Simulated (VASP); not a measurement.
# F (C2/c) in VASP: notebook, part 2 of 2

VASP 6.6.1. Earlier steps stand in the parts before.

## Step 3: Single point, PBE-based screened hybrid with 50 % exact exchange

Input file POSCAR:

```
F
1.0
    2.4590748851     -1.6305201812      0.1027625999
    2.4590748851      1.6305201812      0.1027625999
   -0.2948427030      0.0000000000      6.4766206477
F
4
Direct
    0.5962766288      0.9035470413      0.5965946178
    0.0964529587      0.4037233712      0.9034053822
    0.4037233712      0.0964529587      0.4034053822
    0.9035470413      0.5962766288      0.0965946178
```

Input file INCAR.step1:

```
SYSTEM = F
ALGO = Normal
EDIFF = 1E-5
ENCUT = 520
GGA = PE
ISIF = 2
ISMEAR = 0
LASPH = .TRUE.
LCHARG = .FALSE.
LREAL = .FALSE.
LWAVE = .TRUE.
NBANDS = 22
NELM = 60
PREC = Accurate
SIGMA = 0.01
```

Input file INCAR.step2:

```
SYSTEM = F
AEXX = 0.5
ALGO = Normal
EDIFF = 1E-6
ENCUT = 520
GGA = PE
HFSCREEN = 0.3
ISIF = 2
ISMEAR = 0
ISTART = 1
LASPH = .TRUE.
LCHARG = .FALSE.
LHFCALC = .TRUE.
LREAL = .FALSE.
LWAVE = .FALSE.
NBANDS = 22
NELM = 60
PREC = Accurate
PRECFOCK = Normal
SIGMA = 0.01
```

Input file KPOINTS:

```
k-points
0
G
  4 4 2
  0 0 0
```

Potentials or basis: VASP PAW PBE potentials, release 64 (F).

On the command line:

```
> cat potpaw_PBE.64/F/POTCAR > POTCAR
> cp INCAR.step1 INCAR
> mpirun -np 1 vasp_std > vasp.out
> cp INCAR.step2 INCAR
> mpirun -np 1 vasp_std > vasp.out
```

OUTCAR:

```text
SYSTEM = F
   AEXX = 0.5
   EDIFF = 1E-6
   ENCUT = 520
   GGA = PE
   HFSCREEN = 0.3
   ISIF = 2
   ISMEAR = 0
   ISTART = 1
   LASPH = .TRUE.
   LHFCALC = .TRUE.
   LREAL = .FALSE.
   NELM = 60
   PREC = Accurate
   PRECFOCK = Normal

 ion  position               nearest neighbor table
   1  0.596  0.904  0.597-   3 1.40
   2  0.096  0.404  0.903-   4 1.40
   3  0.404  0.096  0.403-   1 1.40
   4  0.904  0.596  0.097-   2 1.40

  LATTYP: Found a base centered monoclinic cell.
 ALAT       =     4.9224422566
 B/A-ratio  =     0.6624842288
 C/A-ratio  =     1.3170958782
 COS(beta)  =    -0.0037279103

  Lattice vectors:

 A1 = (   2.4590748851,  -1.6305201812,   0.1027625999)
 A2 = (   2.4590748851,   1.6305201812,   0.1027625999)
 A3 = (  -0.2948427030,   0.0000000000,   6.4766206477)

Analysis of symmetry for initial positions (statically):
=====================================================================
[... 171 lines left out ...]
  ---------------------------------------------------
  free energy    TOTEN  =       -17.71823533 eV

  energy without entropy =      -17.71823533  energy(sigma->0) =      -17.71823533

 E-fermi :  -7.7692     XC(G=0):  -5.8515

 val. band max:       -7.8606859534   @ k =   0.0000   0.0000   0.0000
 cond. band min:       0.8931344117   @ k =   0.0000   0.0000   0.0000
 fundamental gap:      8.7538203651
 Fermi energy:        -7.7692130385

 k-point     1 :       0.0000    0.0000    0.0000
  band No.  band energies     occupation
      1     -36.0361      2.00000
      2     -35.8118      2.00000
      3     -29.0158      2.00000
      4     -28.4294      2.00000
      5     -13.1723      2.00000
      6     -12.0078      2.00000
[... 339 lines left out ...]
     21      16.8335      0.00000
     22      16.8335      0.00000

------------------------ aborting loop because EDIFF is reached ----------------------------------------

  FORCE on cell =-STRESS in cart. coord.  units (eV):
  Direction    XX          YY          ZZ          XY          YZ          ZX
  --------------------------------------------------------------------------------------
  -------------------------------------------------------------------------------------
  Total        0.5522213     -0.2666023     -3.1061760      0.0000000      0.0000000      0.1725282
  in kB       17.0028577     -8.2086668    -95.6389553      0.0000000      0.0000000      5.3121328
  external PRESSURE =     -28.9482548 kB  Pullay stress =       0.0000000 kB

 VOLUME and BASIS-vectors are now :
 -----------------------------------------------------------------------------
  energy-cutoff  :      520.00
  volume of cell :       52.04
      direct lattice vectors                 reciprocal lattice vectors
     2.459074885 -1.630520181  0.102762600     0.202942416 -0.306650605  0.009238783
     2.459074885  1.630520181  0.102762600     0.202942416  0.306650605  0.009238783
    -0.294842703  0.000000000  6.476620648    -0.006440053  0.000000000  0.154108331

 POSITION                                       TOTAL-FORCE (eV/Angst)
 -----------------------------------------------------------------------------------
      3.51228      0.50101      4.01804         0.074841      0.776282     -1.589219
      0.96361      0.50101      5.90241        -0.074841      0.776282      1.589219
      1.11103     -0.50101      2.66410        -0.074841     -0.776282      1.589219
      3.65970     -0.50101      0.77973         0.074841     -0.776282     -1.589219
 -----------------------------------------------------------------------------------
    total drift:                               -0.000000     -0.000000     -0.000000

  FREE ENERGIE OF THE ION-ELECTRON SYSTEM (eV)
  ---------------------------------------------------
  free  energy   TOTEN  =       -17.7182353276 eV

  energy  without entropy=      -17.7182353276  energy(sigma->0) =      -17.71823533
```

OUTCAR.step1:

```text
SYSTEM = F
   EDIFF = 1E-5
   ENCUT = 520
   GGA = PE
   ISIF = 2
[... 572 lines left out ...]
      3.51228      0.50101      4.01804        -0.039759     -0.433625      0.898907
      0.96361      0.50101      5.90241         0.039759     -0.433625     -0.898907
      1.11103     -0.50101      2.66410         0.039759      0.433625     -0.898907
      3.65970     -0.50101      0.77973        -0.039759      0.433625      0.898907
 -----------------------------------------------------------------------------------
    total drift:                                0.000000      0.000000     -0.000000

  FREE ENERGIE OF THE ION-ELECTRON SYSTEM (eV)
  ---------------------------------------------------
  free  energy   TOTEN  =        -7.1581479759 eV

  energy  without entropy=       -7.1581479759  energy(sigma->0) =       -7.15814798
```

OSZICAR.step1:

```text
N       E                     dE             d eps       ncg     rms          rms(c)
DAV:   1     0.181958529779E+03    0.18196E+03   -0.16819E+04   632   0.122E+03
DAV:   2    -0.438264202065E+00   -0.18240E+03   -0.17625E+03   804   0.305E+02
DAV:   3    -0.874409517172E+01   -0.83058E+01   -0.82720E+01   724   0.615E+01
DAV:   4    -0.879363521852E+01   -0.49540E-01   -0.49539E-01   634   0.537E+00
DAV:   5    -0.879389856987E+01   -0.26335E-03   -0.26335E-03   712   0.364E-01    0.112E+01
DAV:   6    -0.757692969557E+01    0.12170E+01   -0.45008E-01   616   0.683E+00    0.631E+00
DAV:   7    -0.716042686920E+01    0.41650E+00   -0.60113E-01   628   0.740E+00    0.721E-01
DAV:   8    -0.715792533156E+01    0.25015E-02   -0.70752E-02   658   0.198E+00    0.114E-01
DAV:   9    -0.715808034772E+01   -0.15502E-03   -0.81594E-04   664   0.222E-01    0.577E-02
DAV:  10    -0.715814655430E+01   -0.66207E-04   -0.75528E-05   652   0.819E-02    0.172E-02
DAV:  11    -0.715814797587E+01   -0.14216E-05   -0.99398E-06   422   0.307E-02
   1 F= -.71581480E+01 E0= -.71581480E+01  d E =-.216324E-47
```

Wall time 19 min (1 thread of Intel Xeon 8259CL, shared host); peak memory 0.27 GiB.

Results:

| Property | Result |
| --- | --- |
| Free energy | -17.7182 eV |
| Pressure | -2.9 GPa |
| Largest force | 1.770 eV/Å |
| Band gap on the k mesh | 8.75 eV |

Forces on the atoms (eV/Å):
```
F    0.075  0.776 -1.589
F   -0.075  0.776  1.589
F   -0.075 -0.776  1.589
F    0.075 -0.776 -1.589
```

Caveat: the k points lie up to 0.58 Å⁻¹ apart; this functional lacks dispersion, which holds the molecules together, so the pressure and a relaxed volume are unreliable; the PAW data sets were made with another functional, which shifts forces and pressure a little. A k mesh can miss the band edges.
